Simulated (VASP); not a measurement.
Write the native input for VASP 6.6.1 that does the following.

- Task: single point
- Functional: PBEsol
- Potentials or basis: VASP PAW PBE potentials, release 64 (Cu)
- Cutoff: 520 eV
- k mesh: 10 × 10 × 3
- Occupations: methfessel-paxton, width 0.1 eV
- Spin: no spin polarisation
- Dipole correction: no
- Further INCAR settings: ALGO = Normal; EDIFF = 1e-06; NBANDS = 30

The structure of Cu lies in POSCAR:

```
Cu
1.0
    2.5307640300      0.0000000000      0.0000000000
   -1.2653820100      2.1917059400      0.0000000000
    0.0000000000      0.0000000000      8.2618150800
Cu
4
Direct
    0.0000000000      0.0000000000      0.0000000000
    0.3333333296      0.6666666697      0.2500000000
    0.0000000000      0.0000000000      0.5000000000
    0.6894799497      0.3789598891      0.7500000000
```

These files were run (other wordings do the same):

INCAR

```
SYSTEM = Cu
  PREC = Accurate
  ENCUT = 520
  EDIFF = 1E-6
  ISMEAR = 1
  SIGMA = 0.1
  LREAL = .FALSE.
  LASPH = .TRUE.
  NELM = 60
  ALGO = Normal
  ISIF = 2
  LWAVE = .FALSE.
  LCHARG = .TRUE.
  GGA = PS
  LELF = .TRUE.
  LVHAR = .TRUE.
  NBANDS = 30
```

KPOINTS

```
regular mesh
0
G
  10 10 3
  0 0 0
```

Potentials or basis: VASP PAW PBE potentials, release 64 (Cu).

Run with:

```console
$ cat potpaw_PBE.64/Cu/POTCAR > POTCAR
$ mpirun -np 1 vasp_std > vasp.out
```

Results of the run:

```yaml
Pressure: -1.0 GPa
Largest_force: 0.169 eV/Å
Band_gap_on_the_k_mesh: zero (bands 22 and 23 overlap by 4.86 eV)
```

Caveat: the PAW data sets were made with another functional, which shifts forces and pressure a little.

It took 92 s on 1 thread of Intel Xeon 8259CL, with other jobs on the host, peak memory 0.2 GiB.
